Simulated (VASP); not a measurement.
Here is a VASP 6.6.1 calculation.

The input INCAR:

```
  PREC = Accurate
  ENCUT = 520
  EDIFF = 1E-7
  ISMEAR = 0
  SIGMA = 0.15
  LREAL = F
  LASPH = T
  NELM = 150
  ALGO = Normal
  ISIF = 2
  LWAVE = F
  LCHARG = F
  ISPIN = 2
  MAGMOM = 0.3
  LORBIT = 11
  NUPDOWN = 0.3
  LMAXMIX = 4
  GGA = PS
  NBANDS = 15
```

The input KPOINTS:

```
regular mesh
0
Gamma
  22 22 22
```

File POSCAR:

```
Pt
1.0
    0.0000000000      1.9291443853      1.9291443853
    1.9291443853      0.0000000000      1.9291443853
    1.9291443853      1.9291443853      0.0000000000
Pt
1
Direct
    0.0000000000      0.0000000000      0.0000000000
```

Potentials or basis: VASP PAW PBE potentials, release 64 (Pt).

The run is started by

```sh
$ cat potpaw_PBE.64/Pt/POTCAR > POTCAR
$ mpirun -np 1 vasp_std > vasp.out
```

**Question.** Estimate the pressure.

**Answer.** 15.2 GPa.

Caveat: the cell stands under pressure; the PAW data sets were made with another functional, which shifts forces and pressure a little; the total moment is fixed, so each spin has its own Fermi level and the state may be an excited one.
